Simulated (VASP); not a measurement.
# Se (P6_3/mmc) in VASP: notebook

Runs on Se. Level: PBE. Tasks: single point, relaxation of cell and atoms.

Program: VASP 6.6.1. These are calculated values, not measurements. Logs are shortened: lines on timing, memory, paths and dates and some standing lists are left out, and cuts for length are marked.

**1. The cell of the first run**

Symmetry: P6_3/mmc, No. 194, hexagonal system. The conventional cell has a = 3.658 Å, b = 3.658 Å, c = 3.853 Å, α = 90.00°, β = 90.00°, γ = 120.00°. Se (site symmetry -6m2) has 14 Se at 2.86 to 3.85 Å within 3.9 Å.

This isn't the form of Se at room conditions, which is trigonal, of chains.

**2. Single point, PBE**

INCAR

```
  PREC = Accurate
  ENCUT = 520
  EDIFF = 1E-7
  ISMEAR = 0
  SIGMA = 0.05
  LREAL = False
  LASPH = True
  NELM = 100
  ALGO = Normal
  ISIF = 2
  LWAVE = False
  LCHARG = False
  GGA = PE
  NBANDS = 13
```

KPOINTS

```
Automatic mesh
0
Gamma
  10 10 5
```

POSCAR

```
Se
1.0
    3.6583282222      0.0000000000      0.0000000000
   -1.8291641111      3.1682051758      0.0000000000
    0.0000000000      0.0000000000      3.8531674312
Se
2
Direct
    0.3333333333      0.6666666667      0.2500000000
    0.6666666667      0.3333333333      0.7500000000
```

Potentials or basis: VASP PAW PBE potentials, release 64 (Se).

Run with:

```console
$ cat potpaw_PBE.64/Se/POTCAR > POTCAR
$ mpirun -np 1 vasp_std > vasp.out
```

OUTCAR:

```text
PREC = Accurate
   ENCUT = 520
   EDIFF = 1E-7
   ISMEAR = 0
   LREAL = False
   LASPH = True
   NELM = 100
   ISIF = 2
   GGA = PE

 ion  position               nearest neighbor table
   1  0.333  0.667  0.250-
   2  0.667  0.333  0.750-

  LATTYP: Found a hexagonal cell.
 ALAT       =     3.6583282222
 C/A-ratio  =     1.0532590837

  Lattice vectors:

 A1 = (   3.6583282222,   0.0000000000,   0.0000000000)
 A2 = (  -1.8291641111,   3.1682051758,   0.0000000000)
 A3 = (   0.0000000000,   0.0000000000,   3.8531674312)

Analysis of symmetry for initial positions (statically):
=====================================================================
 Subroutine PRICEL returns:
 Original cell was already a primitive cell.

 Routine SETGRP: Setting up the symmetry group for a
 hexagonal supercell.

 Subroutine GETGRP returns: Found 24 space group operations
 (whereof 12 operations were pure point group operations)
 out of a pool of 24 trial point group operations.

The static configuration has the point symmetry D_3d.
 The point group associated with its full space group is D_6h.

Analysis of symmetry for dynamics (positions and initial velocities):
=====================================================================
 Subroutine PRICEL returns:
 Original cell was already a primitive cell.

 Routine SETGRP: Setting up the symmetry group for a
 hexagonal supercell.

 Subroutine GETGRP returns: Found 24 space group operations
 (whereof 12 operations were pure point group operations)
 out of a pool of 24 trial point group operations.

The dynamic configuration has the point symmetry D_3d.
 The point group associated with its full space group is D_6h.

 Subroutine INISYM returns: Found 24 space group operations
 (whereof 12 operations are pure point group operations),
 and found     1 'primitive' translations

----------------------------------------------------------------------------------------

                                     Primitive cell

  volume of cell :      44.6595

  direct lattice vectors                    reciprocal lattice vectors
     3.658328222  0.000000000  0.000000000     0.273348901  0.157818062  0.000000000
    -1.829164111  3.168205176  0.000000000     0.000000000  0.315636123  0.000000000
     0.000000000  0.000000000  3.853167431     0.000000000  0.000000000  0.259526745

  length of vectors
[... 91 lines left out ...]
   TEBEG  =    0.0;   TEEND  =   0.0 temperature during run
   PSTRESS=    0.0 pullay stress
   NELECT =      12.0000    total number of electrons
   NUPDOWN=      -1.0000    fix difference up-down
   EMIN   =  10.00;   EMAX   =-10.00  energy-range for DOS
   EFERMI =   0.00;   METHOD = LEGACY
   ISMEAR =     0;   SIGMA  =   0.05  broadening in eV -4-tet -1-fermi 0-gaus
   EFERMI_NEDOS =   21; number of points for ismear=-14 and -15
   IALGO  =     38    algorithm
   IMIX   =      4    mixing-type and parameters
     AMIX     =   0.40;   BMIX     =  1.00
     AMIX_MAG =   1.60;   BMIX_MAG =  1.00
  volume/ion in A,a.u.               =      22.33       150.69
  Fermi-wavevector in a.u.,A,eV,Ry     =   1.056405  1.996317 15.183999  1.115992
  Thomas-Fermi vector in A             =   2.191640
   LORBIT       =      0    0 simple, 1 ext, 2 COOP (PROOUT), +10 PAW based schemes
   GGA     = PE    functional components
   LHFCALC =     F    Hartree Fock is set to
   AEXX    =    0.0000 exact exchange contribution
   IVDW    =     0    specifies the selected vdW correction
   LEPSILON=     F    determine dielectric tensor
   LRPA    =     F    only Hartree local field effects (RPA)
 non-spin polarized calculation
 Gauss-broadening in eV      SIGMA  =   0.05
  energy-cutoff  :      520.00
  volume of cell :       44.66
 maximum number of plane-waves:      1217
 NGX is ok and might be reduce to    28
   NGX = 13   NGY = 13   NGZ = 15

 number of electron      12.0000001 magnetization

 Free energy of the ion-electron system (eV)
  ---------------------------------------------------
  ext. energy  EPLUGINS =         0.00000000
  ---------------------------------------------------
  free energy    TOTEN  =        -6.27653581 eV

  energy without entropy =       -6.27502364  energy(sigma->0) =       -6.27577972

 E-fermi :   4.6099     XC(G=0): -10.0193

 val. band max:        4.5847724399   @ k =   0.0000   0.0000   0.4000
 cond. band min:       4.6141916203   @ k =   0.4000   0.0000   0.0000
 fundamental gap:      0.0294191804
 Fermi energy:         4.6099382547

 k-point     1 :       0.0000    0.0000    0.0000
  band No.  band energies     occupation
      1     -11.2427      2.00000
      2      -5.5479      2.00000
      3      -0.1084      2.00000
      4       2.4505      2.00000
      5       2.4505      2.00000
      6       5.5210      0.00000
      7       5.5210      0.00000
      8       8.0356      0.00000
      9       8.9349      0.00000
     10      11.9223      0.00000
     11      14.6854      0.00000
     12      14.6854      0.00000
     13      16.3992      0.00000
[... 354 lines left out ...]
  band No.  band energies     occupation
      1      -9.1414      2.00000
      2      -7.6295      2.00000
      3      -0.7703      2.00000
      4       0.7531      2.00000
      5       1.3238      2.00000
      6       3.8591      2.00000
      7       5.4487      0.00000
      8       6.6018      0.00000
      9      10.4657      0.00000
     10      13.0369      0.00000
     11      15.3679      0.00000
     12      16.0062      0.00000
     13      17.9686      0.00000

 [... further k-points ...]

------------------------ aborting loop because EDIFF is reached ----------------------------------------

  FORCE on cell =-STRESS in cart. coord.  units (eV):
  Direction    XX          YY          ZZ          XY          YZ          ZX
  --------------------------------------------------------------------------------------
  -------------------------------------------------------------------------------------
  Total        0.0054180      0.0054180      0.0107250      0.0000000     -0.0000000      0.0000000
  in kB        0.1943712      0.1943712      0.3847621      0.0000000     -0.0000000      0.0000000
  external PRESSURE =       0.2578348 kB  Pullay stress =       0.0000000 kB

 VOLUME and BASIS-vectors are now :
 -----------------------------------------------------------------------------
  energy-cutoff  :      520.00
  volume of cell :       44.66
      direct lattice vectors                 reciprocal lattice vectors
     3.658328222  0.000000000  0.000000000     0.273348901  0.157818062  0.000000000
    -1.829164111  3.168205176  0.000000000     0.000000000  0.315636123  0.000000000
     0.000000000  0.000000000  3.853167431     0.000000000  0.000000000  0.259526745

 POSITION                                       TOTAL-FORCE (eV/Angst)
 -----------------------------------------------------------------------------------
     -0.00000      2.11214      0.96329         0.000000     -0.000000      0.000000
      1.82916      1.05607      2.88988        -0.000000      0.000000      0.000000
 -----------------------------------------------------------------------------------
    total drift:                                0.000000     -0.000000      0.000000

  FREE ENERGIE OF THE ION-ELECTRON SYSTEM (eV)
  ---------------------------------------------------
  free  energy   TOTEN  =        -6.2765358064 eV

  energy  without entropy=       -6.2750236367  energy(sigma->0) =       -6.27577972
```

stdout:

```text
POSCAR found type information on POSCAR Se
 POSCAR found :  1 types and       2 ions
 scaLAPACK will be used
 LDA part: xc-table for (Slater+PW92), standard interpolation
 POSCAR, INCAR and KPOINTS ok, starting setup
 FFT: planning ... GRIDC
 FFT: planning ... GRID_SOFT
 FFT: planning ... GRID
 WAVECAR not read
 entering main loop
```

Run time: 16 s. Hardware: 1 thread of Intel Xeon 8259CL, shared host; peak memory 0.16 GiB.

Results:

```
Free energy            : -6.2765 eV
Pressure               : 0.0 GPa
Band gap on the k mesh : zero (bands 6 and 7 overlap by 2.04 eV)
```

**3. Relaxation of cell and atoms, PBE**

This run uses another cell than the first one, of 21.07 Å³/atom.

INCAR

```
SYSTEM = Se
  ALGO = Normal
  EDIFF = 1E-7
  EDIFFG = -0.03
  ENCUT = 600
  GGA = PE
  IBRION = 2
  ISIF = 3
  ISMEAR = 0
  LASPH = .TRUE.
  LCHARG = .FALSE.
  LREAL = .FALSE.
  LWAVE = .FALSE.
  NELM = 100
  NSW = 80
  PREC = Accurate
  SIGMA = 0.05
```

KPOINTS

```
k-points
0
G
  10 10 5
  0 0 0
```

POSCAR

```
Se
1.0
    3.1000000000      0.0000000000      0.0000000000
   -1.5500000000      2.6846787517      0.0000000000
    0.0000000000      0.0000000000      5.0623000000
Se
2
Direct
    0.3333333333      0.6666666667      0.2500000000
    0.6666666667      0.3333333333      0.7500000000
```

Potentials or basis: VASP PAW PBE potentials, release 64 (Se).

Run with:

```console
$ cat potpaw_PBE.64/Se/POTCAR > POTCAR
$ mpirun -np 1 vasp_std > vasp.out
```

Run time: 7 min. Hardware: 1 thread of Intel Xeon 8259CL, shared host; peak memory 0.2 GiB.

It converged, with:

- Free energy: -6.2762 eV
- Relaxed volume: 22.37 Å³/atom
- Relaxed cell: a = 3.660 Å, b = 3.660 Å, c = 3.856 Å, α = 90.00°, β = 90.00°, γ = 120.00°
- Space group after relaxing (to 0.1 Å): P6_3/mmc (No. 194)
- Energy gained by relaxing: 369.7 meV/atom
- Ionic steps: 21
- Pressure after relaxing: -0.1 GPa
- Band gap on the k mesh: zero (bands 6 and 7 overlap by 2.04 eV)

Step by step:
```tsv
step	energy change (eV)	largest force (eV/Å)	pressure (GPa)	volume (Å³)
1	0.0000	0.0000	-1.88	42.13
2	-0.0995	0.0000	0.37	40.60
3	-0.2485	0.0000	16.08	35.66
4	-0.2530	0.0000	8.33	37.49
5	-0.2671	0.0000	12.13	36.50
6	-0.2876	0.0000	12.56	36.47
7	-0.3424	0.0000	14.23	36.34
8	-0.3449	0.0000	18.68	35.95
9	-0.3743	0.0000	16.79	36.12
10	-0.4419	0.0000	14.68	36.81
11	-0.5901	0.0000	9.49	38.91
12	-0.7283	0.0000	2.47	43.22
13	-0.7351	0.0000	1.02	44.47
14	-0.7352	0.0000	0.81	44.68
15	-0.7352	0.0000	0.64	44.86
16	-0.7364	0.0000	0.47	44.88
17	-0.7387	0.0000	-0.06	44.95
18	-0.7365	0.0000	-0.94	45.08
19	-0.7390	0.0000	-0.31	44.98
20	-0.7392	0.0000	-0.22	44.87
21	-0.7394	0.0000	-0.09	44.73
```

Final structure:
```
CELL_PARAMETERS angstrom
3.65989 0.00000 0.00000
-1.82994 3.16956 0.00000
0.00000 0.00000 3.85611
ATOMIC_POSITIONS crystal
Se 0.33333 0.66667 0.25000
Se 0.66667 0.33333 0.75000
```

Levels at points of the mesh, in eV from the Fermi level:
```
           k point  band 2  band 3  band 4  band 5  band 6  band 7  band 8  band 9  band 10
(0.00, 0.00, 0.00)  -10.16   -4.71   -2.15   -2.15    0.91    0.91    3.42    4.33     7.31
(0.50, 0.00, 0.00)  -12.31   -4.10   -3.70   -2.65   -0.73   -0.53    2.29    4.27     9.83
```

Caveat: a cell axis changed by over 15 % at a fixed basis, so the end point is rough.

The gap in the log of VASP goes by the Fermi energy; the results here count the filled bands.